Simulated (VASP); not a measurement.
Input of a VASP 6.6.1 run:

File INCAR:

```
SYSTEM = TePb
  ALGO = Normal
  EDIFF = 1E-6
  ENCUT = 520
  GGA = PS
  ISIF = 2
  ISMEAR = -1
  LASPH = .True.
  LCHARG = .False.
  LREAL = .False.
  LWAVE = .False.
  NBANDS = 17
  NELM = 100
  PREC = Accurate
  SIGMA = 0.1
```

KPOINTS

```
k-points
0
Gamma
  14 14 14
  0 0 0
```

POSCAR

```
TePb
1.0
    0.0000000000      3.2213304674      3.2213304674
    3.2213304674      0.0000000000      3.2213304674
    3.2213304674      3.2213304674      0.0000000000
Te Pb
1 1
Direct
    0.5000000000      0.5000000000      0.5000000000
    0.0000000000      0.0000000000      0.0000000000
```

Potentials or basis: VASP PAW PBE potentials, release 64 (Te, Pb_d).

Command:

```bash
$ cat potpaw_PBE.64/Te/POTCAR potpaw_PBE.64/Pb_d/POTCAR > POTCAR
$ mpirun -np 1 vasp_std > vasp.out
```

**Question.** Estimate the band gap on the k mesh.

**Answer.** 0.65 eV.

**Question.** Predict the pressure.

**Answer.** 0.0 GPa.

Caveat: the PAW data sets were made with another functional, which shifts forces and pressure a little; spin-orbit coupling is left out, which moves the levels of the heavy elements. A k mesh can miss the band edges.
